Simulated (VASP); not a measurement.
Runs of VASP 6.6.1 on AlN. The structure is that of space group Fm-3m (No. 225), or close to it. The cells are those of the table. 

```csv
cell,gap on the mesh (eV),pressure (GPa)
"a = 2.878 Å, angles 60.0°, 2 atoms",(a),-7.7
"a = 2.821 Å, angles 60.0°, 2 atoms",6.40,9.2
"a = 2.792 Å, angles 60.0°, 2 atoms",(b),19.7
"a = 2.850 Å, angles 60.0°, 2 atoms",6.07,0.1
"a = 2.906 Å, angles 60.0°, 2 atoms",5.47,-14.5
```

Alike in all rows: task single point; level HSE06; potentials or basis VASP PAW PBE potentials, release 64 (Al, N); no spin polarisation; k mesh 6 × 6 × 6; cutoff (eV) 520; smearing gaussian 0.02 eV.

Problem. Fill in the values left out.

Solution. (a) 5.76; (b) 6.51.

Caveats: all runs use coarse meshes; the PAW data sets were made with another functional, which shifts forces and pressure a little.

A k mesh can miss the band edges.
